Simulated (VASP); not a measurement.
# ZnS (P1) in VASP: further runs

Runs on ZnS. Level: r2SCAN. Tasks: single point.

Program: VASP 6.6.1. These are calculated values, not measurements. Logs are shortened: lines on timing, memory, paths and dates and some standing lists are left out, and cuts for length are marked.

## 1. The cell of the first run

The typed cell holds 8 atoms: a = 3.811 Å, b = 3.811 Å, c = 10.815 Å, α = 93.37°, β = 86.63°, γ = 90.00°.

## 2. Single point, r2SCAN

POSCAR

```
ZnS
1.0
   -2.6945131931     -2.6945131931      0.0000000000
    2.6945131931     -2.6945131931      0.0000000000
   -0.8983506986      0.0000000000     10.7780527726
Zn S
4 4
Direct
    0.4687437500      0.5312562500      0.1875000000
   -0.0729312500      0.0729312500      0.4375000000
    0.3853937500      0.6146062500      0.6875000000
   -0.1562812500      0.1562812500      0.9375000000
    0.4479062500      0.0520937500      0.3125000000
   -0.0937687500      0.5937687500      0.5625000000
    0.3645562500      0.1354437500      0.8125000000
   -0.0104187500      0.5104187500      0.0625000000
```

INCAR.step1

```
SYSTEM = ZnS
PREC     = Accurate       ! precision mode
ENCUT    = 520            ! plane-wave cutoff, eV
ISMEAR   = 0              ! smearing method
SIGMA    = 0.05           ! smearing width, eV
LREAL    = .FALSE.        ! projectors in reciprocal space
LASPH    = .TRUE.         ! aspherical terms in the spheres
NELM     = 80             ! most SCF steps
NBANDS   = 46             ! bands
GGA      = PE             ! functional
ALGO     = Normal         ! electronic algorithm
EDIFF    = 1E-4           ! SCF threshold, eV
LWAVE    = .TRUE.         ! write WAVECAR
LCHARG   = .FALSE.        ! write CHGCAR
```

INCAR.step2

```
SYSTEM = ZnS
PREC     = Accurate       ! precision mode
ENCUT    = 520            ! plane-wave cutoff, eV
EDIFF    = 1E-6           ! SCF threshold, eV
ISMEAR   = 0              ! smearing method
SIGMA    = 0.05           ! smearing width, eV
LREAL    = .FALSE.        ! projectors in reciprocal space
LASPH    = .TRUE.         ! aspherical terms in the spheres
NELM     = 80             ! most SCF steps
ALGO     = Normal         ! electronic algorithm
ISIF     = 2              ! what is computed and relaxed
LWAVE    = .FALSE.        ! write WAVECAR
LCHARG   = .FALSE.        ! write CHGCAR
METAGGA  = R2SCAN         ! meta-GGA
LMIXTAU  = .TRUE.       
NBANDS   = 46             ! bands
ISTART   = 1
```

KPOINTS

```
Automatic mesh
0
G
  6 6 2
  0 0 0
```

Potentials or basis: VASP PAW PBE potentials, release 64 (Zn, S).

Run with:

```console
$ cat potpaw_PBE.64/Zn/POTCAR potpaw_PBE.64/S/POTCAR > POTCAR
$ cp INCAR.step1 INCAR
$ mpirun -np 1 vasp_std > vasp.out
$ cp INCAR.step2 INCAR
$ mpirun -np 1 vasp_std > vasp.out
```

OUTCAR:

```text
SYSTEM = ZnS
   PREC = Accurate
   ENCUT = 520
   EDIFF = 1E-6
   ISMEAR = 0
   LREAL = .FALSE.
   LASPH = .TRUE.
   NELM = 80
   ISIF = 2
   METAGGA = R2SCAN
   ISTART = 1

 ion  position               nearest neighbor table
   1  0.469  0.531  0.188-   8 2.33   5 2.33   5 2.33   8 2.33
   2  0.927  0.073  0.438-   6 2.33   5 2.33   5 2.33   6 2.33
   3  0.385  0.615  0.688-   6 2.33   7 2.33   6 2.33   7 2.33
   4  0.844  0.156  0.938-   8 1.96   7 2.33   7 2.33
   5  0.448  0.052  0.312-   1 2.33   2 2.33   2 2.33   1 2.33
   6  0.906  0.594  0.562-   2 2.33   3 2.33   2 2.33   3 2.33
   7  0.365  0.135  0.812-   3 2.33   4 2.33   3 2.33   4 2.33
   8  0.990  0.510  0.062-   4 1.96   1 2.33   1 2.33

  LATTYP: Found a base centered monoclinic cell.
 ALAT       =     5.3890263862
 B/A-ratio  =     1.0000000000
 C/A-ratio  =     2.0069351983
 COS(beta)  =    -0.0830619744

  Lattice vectors:

 A1 = (   2.6945131931,  -2.6945131931,   0.0000000000)
 A2 = (   2.6945131931,   2.6945131931,   0.0000000000)
 A3 = (  -0.8983506986,   0.0000000000,  10.7780527726)

Analysis of symmetry for initial positions (statically):
=====================================================================
 Subroutine PRICEL returns:
 Original cell was already a primitive cell.

 Routine SETGRP: Setting up the symmetry group for a
 base centered monoclinic supercell.

 Subroutine GETGRP returns: Found  1 space group operations
 (whereof  1 operations were pure point group operations)
 out of a pool of  4 trial point group operations.

The static configuration has the point symmetry C_1 .

Analysis of symmetry for dynamics (positions and initial velocities):
=====================================================================
 Subroutine PRICEL returns:
 Original cell was already a primitive cell.

 Routine SETGRP: Setting up the symmetry group for a
 base centered monoclinic supercell.

 Subroutine GETGRP returns: Found  1 space group operations
 (whereof  1 operations were pure point group operations)
 out of a pool of  4 trial point group operations.

The dynamic configuration has the point symmetry C_1 .

 Subroutine INISYM returns: Found  1 space group operations
 (whereof  1 operations are pure point group operations),
 and found     1 'primitive' translations

----------------------------------------------------------------------------------------

                                     Primitive cell

  volume of cell :     156.5060

  direct lattice vectors                    reciprocal lattice vectors
    -2.694513193 -2.694513193  0.000000000    -0.185562276 -0.185562276 -0.015466616
     2.694513193 -2.694513193  0.000000000     0.185562276 -0.185562276  0.015466616
    -0.898350699  0.000000000 10.778052773     0.000000000  0.000000000  0.092781138

  length of vectors
     3.810617102  3.810617102 10.815426739     0.262880073  0.262880073  0.092781138

  position of ions in fractional coordinates (direct lattice)
     0.468743750  0.531256250  0.187500000
     0.927068750  0.072931250  0.437500000
     0.385393750  0.614606250  0.687500000
     0.843718750  0.156281250  0.937500000
     0.447906250  0.052093750  0.312500000
     0.906231250  0.593768750  0.562500000
     0.364556250  0.135443750  0.812500000
     0.989581250  0.510418750  0.062500000

  ion indices of the primitive-cell ions
   primitive index   ion index
                 1           1
                 2           2
                 3           3
                 4           4
                 5           5
                 6           6
                 7           7
                 8           8

----------------------------------------------------------------------------------------

 KPOINTS: Automatic mesh

Automatic generation of k-mesh.
 Grid dimensions read from file:
 generate k-points for:    6    6    2

 Generating k-lattice:

  Cartesian coordinates                     Fractional coordinates (reciprocal lattice)
    -0.030927046 -0.030927046 -0.002577769     0.166666667  0.000000000  0.000000000
     0.030927046 -0.030927046  0.002577769     0.000000000  0.166666667  0.000000000
     0.000000000  0.000000000  0.046390569     0.000000000  0.000000000  0.500000000

  Length of vectors
     0.043813345  0.043813345  0.046390569

  Shift w.r.t. Gamma in fractional coordinates (k-lattice)
     0.000000000  0.000000000  0.000000000

 Subroutine IBZKPT returns following result:
 ===========================================

 Found     40 irreducible k-points:

 Following reciprocal coordinates:
            Coordinates               Weight
  0.000000  0.000000  0.000000      1.000000
  0.166667  0.000000  0.000000      2.000000
  0.000000  0.166667 -0.000000      2.000000
  0.333333  0.000000 -0.000000      2.000000
  0.000000  0.333333  0.000000      2.000000
  0.500000  0.000000 -0.000000      1.000000
[... 16 lines left out ...]
  0.000000  0.166667  0.500000      2.000000
  0.333333  0.000000  0.500000      2.000000
 [... further k-points ...]
   k-points           NKPTS =     40   k-points in BZ     NKDIM =     40   number of bands    NBANDS=     46
   number of dos      NEDOS =    301   number of ions     NIONS =      8
   total plane-waves  NPLWV =  62720
   dimension x,y,z NGX =    28 NGY =   28 NGZ =   80
   dimension x,y,z NGXF=    56 NGYF=   56 NGZF=  160
   ions per type =               4   4
   NGX,Y,Z   is equivalent  to a cutoff of  12.22, 12.22, 12.30 a.u.
   NGXF,Y,Z  is equivalent  to a cutoff of  24.43, 24.43, 24.59 a.u.
 SYSTEM =  ZnS
   PREC   = accura    normal or accurate (medium, high low for compatibility)
   ISTART =      1    job   : 0-new  1-cont  2-samecut
   ICHARG =      0    charge: 1-file 2-atom 10-const
   ISPIN  =      1    spin polarized calculation?
   LNONCOLLINEAR =      F non collinear calculations
   LSORBIT =      F    spin-orbit coupling
   LASPH  =      T    aspherical Exc in radial PAW
   ENCUT  =  520.0 eV  38.22 Ry    6.18 a.u.   7.09  7.09 20.11*2*pi/ulx,y,z
   NELM   =     80;   NELMIN=  2; NELMDL=  0     # of ELM steps
   EDIFF  = 0.1E-05   stopping-criterion for ELM
   LREAL  =      F    real-space projection
   EDIFFG = 0.1E-04   stopping-criterion for IOM
   NSW    =      0    number of steps for IOM
   IBRION =     -1    ionic relax: 0-MD 1-quasi-New 2-CG
   NFREE  =      0    steps in history (QN), initial steepest desc. (CG)
   ISIF   =      2    stress and relaxation
   ISYM   =      2    0-nonsym 1-usesym 2-fastsym
   POTIM  = 0.5000    time-step for ionic-motion
   TEBEG  =    0.0;   TEEND  =   0.0 temperature during run
   PSTRESS=    0.0 pullay stress
   NELECT =      72.0000    total number of electrons
   NUPDOWN=      -1.0000    fix difference up-down
   EMIN   =  10.00;   EMAX   =-10.00  energy-range for DOS
   EFERMI =   0.00;   METHOD = LEGACY
   ISMEAR =     0;   SIGMA  =   0.05  broadening in eV -4-tet -1-fermi 0-gaus
   EFERMI_NEDOS =   21; number of points for ismear=-14 and -15
   IALGO  =     38    algorithm
   IMIX   =      4    mixing-type and parameters
     AMIX     =   0.40;   BMIX     =  1.00
     AMIX_MAG =   1.60;   BMIX_MAG =  1.00
  volume/ion in A,a.u.               =      19.56       132.02
  Fermi-wavevector in a.u.,A,eV,Ry     =   1.263791  2.388219 21.730795  1.597168
  Thomas-Fermi vector in A             =   2.397130
   LORBIT       =      0    0 simple, 1 ext, 2 COOP (PROOUT), +10 PAW based schemes
   METAGGA = R2SCAN    functional components
   LHFCALC =     F    Hartree Fock is set to
   AEXX    =    0.0000 exact exchange contribution
   IVDW    =     0    specifies the selected vdW correction
   LEPSILON=     F    determine dielectric tensor
   LRPA    =     F    only Hartree local field effects (RPA)
 non-spin polarized calculation
 Gauss-broadening in eV      SIGMA  =   0.05
  energy-cutoff  :      520.00
  volume of cell :      156.51
 maximum number of plane-waves:      4232
   NGX = 15   NGY = 15   NGZ = 41

 number of electron      72.0000033 magnetization

 Free energy of the ion-electron system (eV)
  ---------------------------------------------------
  ext. energy  EPLUGINS =         0.00000000
  ---------------------------------------------------
  free energy    TOTEN  =       -74.17044622 eV

  energy without entropy =      -74.17044622  energy(sigma->0) =      -74.17044622

 E-fermi :   2.4119     XC(G=0): -10.3124

 val. band max:        2.1745139221   @ k =   0.0000   0.0000   0.0000
 cond. band min:       4.4716746680   @ k =   0.0000   0.0000   0.0000
 fundamental gap:      2.2971607459
 Fermi energy:         2.4118976004

 k-point     1 :       0.0000    0.0000    0.0000
  band No.  band energies     occupation
      1     -11.9518      2.00000
      2     -11.3477      2.00000
      3     -11.2495      2.00000
      4     -10.5659      2.00000
      5      -5.2613      2.00000
      6      -5.0491      2.00000
[... 38 lines left out ...]
     45       9.1231      0.00000
     46       9.3955      0.00000

 k-point     2 :       0.1667    0.0000    0.0000
  band No.  band energies     occupation
      1     -11.8101      2.00000
      2     -11.2648      2.00000
      3     -11.1553      2.00000
      4     -10.5719      2.00000
      5      -5.2297      2.00000
      6      -5.0215      2.00000
[... 38 lines left out ...]
     45       9.0960      0.00000
     46       9.4274      0.00000

 k-point     3 :       0.0000    0.1667   -0.0000
  band No.  band energies     occupation
      1     -11.8258      2.00000
      2     -11.2820      2.00000
      3     -11.1393      2.00000
      4     -10.5677      2.00000
      5      -5.2518      2.00000
      6      -5.0271      2.00000
[... 38 lines left out ...]
     45       9.0979      0.00000
     46       9.3889      0.00000

 k-point     4 :       0.3333    0.0000   -0.0000
  band No.  band energies     occupation
      1     -11.4541      2.00000
      2     -11.0785      2.00000
      3     -10.9577      2.00000
      4     -10.6505      2.00000
      5      -5.1604      2.00000
      6      -4.9809      2.00000
[... 920 lines left out ...]
     45       9.0781      0.00000
     46       9.4702      0.00000

 k-point    23 :       0.0000    0.1667    0.5000
  band No.  band energies     occupation
      1     -11.7620      2.00000
      2     -11.5167      2.00000
      3     -10.8151      2.00000
      4     -10.7220      2.00000
      5      -5.2517      2.00000
      6      -5.0276      2.00000
[... 38 lines left out ...]
     45       9.1776      0.00000
     46       9.4442      0.00000

 k-point    24 :       0.3333    0.0000    0.5000
  band No.  band energies     occupation
      1     -11.4221      2.00000
      2     -11.1981      2.00000
      3     -10.8122      2.00000
      4     -10.7081      2.00000
      5      -5.1602      2.00000
      6      -4.9810      2.00000
[... 38 lines left out ...]
     45       9.4791      0.00000
     46       9.8317      0.00000

 [... further k-points ...]
[... 5 lines left out ...]
  --------------------------------------------------------------------------------------
  -------------------------------------------------------------------------------------
  Total        0.4954113      3.5838557      5.8389868     -1.7434677     -3.6591135      4.4182159
  in kB        5.0716070     36.6885177     59.7746645    -17.8481649    -37.4589438     45.2299994
  external PRESSURE =      33.8449297 kB  Pullay stress =       0.0000000 kB

 VOLUME and BASIS-vectors are now :
 -----------------------------------------------------------------------------
  energy-cutoff  :      520.00
  volume of cell :      156.51
      direct lattice vectors                 reciprocal lattice vectors
    -2.694513193 -2.694513193  0.000000000    -0.185562276 -0.185562276 -0.015466616
     2.694513193 -2.694513193  0.000000000     0.185562276 -0.185562276  0.015466616
    -0.898350699  0.000000000 10.778052773     0.000000000  0.000000000  0.092781138

 POSITION                                       TOTAL-FORCE (eV/Angst)
 -----------------------------------------------------------------------------------
     -0.00000     -2.69451      2.02088        -0.120062     -0.140736      0.107580
     -2.69451     -2.69451      4.71540        -0.013205     -0.027481     -0.052119
     -0.00000     -2.69451      7.40991         0.000954     -0.113661     -0.112400
     -2.69451     -2.69451     10.10442        -1.268264      3.160793     -3.199057
     -1.34726     -1.34726      3.36814         0.057525      0.109366      0.064954
     -1.34726     -4.04177      6.06265        -0.061183      0.008867      0.046715
     -1.34726     -1.34726      8.75717        -0.903491      0.022483     -0.321262
     -1.34726     -4.04177      0.67363         2.307726     -3.019632      3.465589
 -----------------------------------------------------------------------------------
    total drift:                               -0.002790      0.015549      0.000969

  FREE ENERGIE OF THE ION-ELECTRON SYSTEM (eV)
  ---------------------------------------------------
  free  energy   TOTEN  =       -74.1704462190 eV

  energy  without entropy=      -74.1704462190  energy(sigma->0) =      -74.17044622
```

It took 6.7 min on 1 thread of Intel Xeon 6975P-C (Granite Rapids), shared host; peak memory 0.39 GiB.

Results:

* Free energy: -74.1704 eV
* Pressure: 3.4 GPa
* Largest force: 5.143 eV/Å
* Band gap on the k mesh: 2.30 eV, direct

Forces in eV/Å, atoms in the order of the input:
```
Zn  -0.120 -0.141  0.108
Zn  -0.013 -0.027 -0.052
Zn   0.001 -0.114 -0.112
Zn  -1.268  3.161 -3.199
S    0.058  0.109  0.065
S   -0.061  0.009  0.047
S   -0.903  0.022 -0.321
S    2.308 -3.020  3.466
```

Caveat: the PAW data sets were made with another functional, which shifts forces and pressure a little. r2SCAN opens gaps a little over a GGA but as a rule still falls short of measured ones.

## 3. Single point, r2SCAN

POSCAR

```
ZnS
1.0
   -2.6945131931     -2.6945131931      0.0000000000
    2.6945131931     -2.6945131931      0.0000000000
   -1.7961624945      0.0000000000     10.7780527726
Zn S
4 4
Direct
    0.4375062500      0.5624937500      0.1875000000
   -0.1458187500      0.1458187500      0.4375000000
    0.2708562500      0.7291437500      0.6875000000
   -0.3124687500      0.3124687500      0.9375000000
    0.3958437500      0.1041562500      0.3125000000
   -0.1874812500      0.6874812500      0.5625000000
    0.2291937500      0.2708062500      0.8125000000
   -0.0208312500      0.5208312500      0.0625000000
```

INCAR.step1

```
SYSTEM = ZnS
  PREC = Accurate
  ENCUT = 520
  ISMEAR = 0
  SIGMA = 0.05
  LREAL = .FALSE.
  LASPH = .TRUE.
  NELM = 60
  NBANDS = 46
  GGA = PE
  ALGO = Normal
  EDIFF = 1E-4
  LWAVE = .TRUE.
  LCHARG = .FALSE.
```

INCAR.step2

```
SYSTEM = ZnS
  PREC = Accurate
  ENCUT = 520
  EDIFF = 1E-6
  ISMEAR = 0
  SIGMA = 0.05
  LREAL = .FALSE.
  LASPH = .TRUE.
  NELM = 60
  ALGO = Normal
  ISIF = 2
  LWAVE = .FALSE.
  LCHARG = .FALSE.
  METAGGA = R2SCAN
  LMIXTAU = .TRUE.
  NBANDS = 46
  ISTART = 1
```

KPOINTS

```
regular mesh
0
G
  6 6 2
  0 0 0
```

Potentials or basis: VASP PAW PBE potentials, release 64 (Zn, S).

Run with:

```console
$ cat potpaw_PBE.64/Zn/POTCAR potpaw_PBE.64/S/POTCAR > POTCAR
$ cp INCAR.step1 INCAR
$ mpirun -np 1 vasp_std > vasp.out
$ cp INCAR.step2 INCAR
$ mpirun -np 1 vasp_std > vasp.out
```

Run time: 6 min. Hardware: 1 thread of Intel Xeon 6975P-C (Granite Rapids), shared host; peak memory 0.39 GiB.

The run converged. Its results:

- Free energy: -72.9728 eV
- Pressure: 5.0 GPa
- Largest force: 5.293 eV/Å
- Band gap on the k mesh: 1.53 eV, direct

Forces on the atoms (eV/Å):
```
Zn  -0.200 -0.255  0.672
Zn  -0.036 -0.038 -0.063
Zn   0.001 -0.152 -0.285
Zn   1.124  3.050 -3.491
S    0.125  0.149  0.069
S   -0.088 -0.004  0.045
S   -1.370 -0.270 -1.600
S    0.446 -2.480  4.655
```

Stress tensor (GPa, compression positive):
```
 0.73 -0.04  2.96
-0.04  2.96 -2.57
 2.96 -2.57 11.30
```

Levels at points of the mesh, in eV from the valence-band top:
| k point | band 32 | band 33 | band 34 | band 35 | band 36 | band 37 | band 38 | band 39 | band 40 | band 41 |
| --- | --- | --- | --- | --- | --- | --- | --- | --- | --- | --- |
| (0.00, 0.00, 0.00) | -1.36 | -1.06 | -0.93 | -0.58 | 0.00 | 1.53 | 3.18 | 3.52 | 4.06 | 4.26 |
| (0.50, 0.00, 0.00) | -1.66 | -1.37 | -1.35 | -0.72 | -0.30 | 2.66 | 3.81 | 4.54 | 4.98 | 5.82 |
| (0.00, 0.50, 0.00) | -1.42 | -1.40 | -1.38 | -1.31 | -0.49 | 2.73 | 3.05 | 4.26 | 4.70 | 5.13 |
| (0.50, 0.50, 0.00) | -3.09 | -3.00 | -2.99 | -2.14 | -1.00 | 1.71 | 3.05 | 3.99 | 4.14 | 4.93 |
| (0.00, 0.00, 0.50) | -1.59 | -1.36 | -0.79 | -0.69 | -0.37 | 1.96 | 3.14 | 3.65 | 3.85 | 4.12 |
| (0.50, 0.00, 0.50) | -1.66 | -1.37 | -1.35 | -0.88 | -0.50 | 3.08 | 3.92 | 4.29 | 4.81 | 5.75 |
| (0.00, 0.50, 0.50) | -1.64 | -1.41 | -1.39 | -1.31 | -0.72 | 2.80 | 3.38 | 4.12 | 4.44 | 5.22 |
| (0.50, 0.50, 0.50) | -3.08 | -3.01 | -3.00 | -2.17 | -1.05 | 1.78 | 3.34 | 4.12 | 4.14 | 4.72 |

Caveat: the PAW data sets were made with another functional, which shifts forces and pressure a little.

[end of part 1 of 2]
